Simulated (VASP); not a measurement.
Pt: single point with r2SCAN

Crystal: Pt.

```xyz
1
Lattice="0.0000 1.9706 1.9706 1.9706 0.0000 1.9706 1.9706 1.9706 0.0000" Properties=species:S:1:pos:R:3 pbc="T T T"
Pt    0.0000    0.0000    0.0000
```

```yaml
Program: VASP 6.6.1
Task: single point
Functional: r2SCAN
Potentials_or_basis: VASP PAW PBE potentials, release 64 (Pt)
Cutoff: 520 eV
k_mesh: 14 × 14 × 14
Occupations: methfessel-paxton, width 0.2 eV
Spin: no spin polarisation
```

```yaml
Pressure: 0.3 GPa
Band_gap_on_the_k_mesh: zero (band 5 reaches 11.24 eV, above the bottom of band 6 at 8.92 eV)
```

Levels at points of the mesh, in eV from the Fermi level:
| k point | band 3 | band 4 | band 5 | band 6 | band 7 | band 8 |
| --- | --- | --- | --- | --- | --- | --- |
| (0.00, 0.00, 0.00) | -3.80 | -3.80 | -1.69 | -1.69 | 15.55 | 20.64 |
| (0.50, 0.00, 0.00) | -3.90 | -0.21 | 0.05 | 0.05 | 6.07 | 15.19 |
| (0.50, 0.50, 0.00) | -0.04 | 0.53 | 0.53 | 2.00 | 9.21 | 12.00 |

It took 86 s on 1 thread of AMD EPYC 7R43 64-Core Processor (Zen 3), on a shared host, peak memory 0.12 GiB.

Caveat: the PAW data sets were made with another functional, which shifts forces and pressure a little; spin-orbit coupling is left out, which moves the levels of the heavy elements.
